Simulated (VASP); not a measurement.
A run of VASP 6.6.1 is set up as follows.

File POSCAR:

```
Mn3O4
1.0
   -2.8825000000      2.8825000000      4.7210000000
    2.8825000000     -2.8825000000      4.7210000000
    2.8825000000      2.8825000000     -4.7210000000
Mn O
6 8
Direct
    0.0000000000      0.0000000000      0.0000000000
    0.7500000000      0.2500000000      0.5000000000
    0.8750000000      0.6250000000      0.2500000000
    0.3750000000      0.6250000000      0.2500000000
    0.3750000000      0.6250000000      0.7500000000
    0.3750000000      0.1250000000      0.7500000000
    0.6061000000      0.3839000000      0.2222000000
    0.1339000000      0.4117000000      0.2778000000
    0.1617000000      0.3839000000      0.7778000000
    0.1339000000      0.8561000000      0.7222000000
    0.1439000000      0.8661000000      0.2778000000
    0.6161000000      0.3939000000      0.7778000000
    0.5883000000      0.8661000000      0.7222000000
    0.6161000000      0.8383000000      0.2222000000
```

Contents of INCAR.step1:

```
ALGO     = Normal         # electronic algorithm
EDIFF    = 1E-4           # SCF threshold, eV
ENCUT    = 520            # plane-wave cutoff, eV
GGA      = PE             # functional
ISMEAR   = -1             # smearing method
LASPH    = T              # aspherical terms in the spheres
LCHARG   = F              # write CHGCAR
LREAL    = F              # projectors in reciprocal space
LWAVE    = T              # write WAVECAR
NBANDS   = 76             # bands
NELM     = 80             # most SCF steps
PREC     = Accurate       # precision mode
SIGMA    = 0.05           # smearing width, eV
```

Contents of INCAR.step2:

```
ALGO     = Normal         # electronic algorithm
EDIFF    = 1E-7           # SCF threshold, eV
ENCUT    = 520            # plane-wave cutoff, eV
ISIF     = 2              # what is computed and relaxed
ISMEAR   = -1             # smearing method
ISTART   = 1            
LASPH    = T              # aspherical terms in the spheres
LCHARG   = F              # write CHGCAR
LMIXTAU  = T            
LREAL    = F              # projectors in reciprocal space
LWAVE    = F              # write WAVECAR
METAGGA  = R2SCAN         # meta-GGA
NBANDS   = 76             # bands
NELM     = 80             # most SCF steps
PREC     = Accurate       # precision mode
SIGMA    = 0.05           # smearing width, eV
```

The input KPOINTS:

```
k-points
0
Gamma
  5 5 5
```

Potentials or basis: VASP PAW PBE potentials, release 64 (Mn_pv, O).

The run is started by

```bash
$ cat potpaw_PBE.64/Mn_pv/POTCAR potpaw_PBE.64/O/POTCAR > POTCAR
$ cp INCAR.step1 INCAR
$ mpirun -np 1 vasp_std > vasp.out
$ cp INCAR.step2 INCAR
$ mpirun -np 1 vasp_std > vasp.out
```

Q: What does it give for the largest force?

A: 1.633 eV/Å.

Q: What does it give for the pressure?

A: -24.2 GPa.

Q: Estimate the band gap on the k mesh.

A: Zero (bands 63 and 64 overlap by 0.09 eV).

Forces in eV/Å, atoms in the order of the input:
```
Mn   0.000  0.000  0.000
Mn   0.000  0.000  0.000
Mn   0.000  0.000  0.000
Mn   0.000  0.000  0.000
Mn   0.000  0.000  0.000
Mn   0.000  0.000  0.000
O    0.000  1.605 -0.297
O   -1.605  0.000 -0.297
O    0.000 -1.605 -0.297
O    1.605  0.000 -0.297
O    0.000 -1.605  0.297
O   -1.605  0.000  0.297
O    0.000  1.605  0.297
O    1.605  0.000  0.297
```

Caveat: the cell stands under tension; the PAW data sets were made with another functional, which shifts forces and pressure a little; the run has no spin polarisation, though such a crystal can be magnetic; semilocal functionals often make such compounds metallic where correlation or magnetic order opens a gap, which also shifts bond lengths. Spin polarisation is off, so any magnetic state and its effect on volume and gap are missing.
